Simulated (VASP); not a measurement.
A run of VASP 6.6.1:

File INCAR:

```
SYSTEM = BP2
ALGO = Normal
EDIFF = 1E-6
ENCUT = 520
GGA = PE
ISIF = 2
ISMEAR = 0
LASPH = .True.
LCHARG = .True.
LELF = .True.
LREAL = .False.
LVHAR = .True.
LWAVE = .False.
NBANDS = 14
NELM = 60
PREC = Accurate
SIGMA = 0.1
```

File KPOINTS:

```
k-points
0
Gamma
  6 6 4
  0 0 0
```

The input POSCAR:

```
BP2
1.0
    4.0326263106      0.0000000000      0.0000000000
    0.0000000000      4.0326263106      0.0000000000
    0.0000000000      0.0000000000      2.4323009823
B P
1 2
Direct
    0.5000000000      0.5000000000      0.0000000000
    0.0000000000      0.5000000000      0.0000000000
    0.5000000000      0.0000000000      0.0000000000
```

Potentials or basis: VASP PAW PBE potentials, release 64 (B, P).

Command:

```bash
$ cat potpaw_PBE.64/B/POTCAR potpaw_PBE.64/P/POTCAR > POTCAR
$ mpirun -np 1 vasp_std > vasp.out
```

Hardware: 1 thread of AMD EPYC 9R45 96-Core Processor (Zen 5), with other jobs on the host.

Problem. Estimate the wall time of this run.

Solution. Wall time 8.2 s on 1 thread of AMD EPYC 9R45 96-Core Processor (Zen 5), with other jobs on the host, peak memory 0.11 GiB. Counts: scf iterations 13, k points 30.
